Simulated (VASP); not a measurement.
Runs of VASP 6.6.1 on AlN. The structure is that of space group Fm-3m (No. 225), or close to it. The cells are those of the table. 

```tsv
task	cell	k mesh for the DOS	occupations for the DOS	gap on the mesh (eV)	pressure (GPa)
single point	a = 2.916 Å, angles 60.0°, 2 atoms	-	-	4.05	(b)
single point	a = 2.878 Å, angles 60.0°, 2 atoms	-	-	4.42	-0.1
single point	a = 2.807 Å, angles 60.0°, 2 atoms	-	-	5.16	21.8
single point	a = 2.915 Å, angles 60.0°, 2 atoms	-	-	4.06	-9.0
single point	a = 2.859 Å, angles 60.0°, 2 atoms	-	-	(c)	5.0
single point	a = 2.839 Å, angles 60.0°, 2 atoms	-	-	4.81	10.8
single point	a = 2.897 Å, angles 60.0°, 2 atoms	-	-	4.23	(a)
```

Alike in all rows: level PBE; potentials or basis VASP PAW PBE potentials, release 64 (Al, N); no spin polarisation; k mesh 14 × 14 × 14; cutoff (eV) 520; smearing gaussian 0.05 eV.

Fill in the values left out.

(a) -5.0; (b) -9.4; (c) 4.61.

A k mesh can miss the band edges.
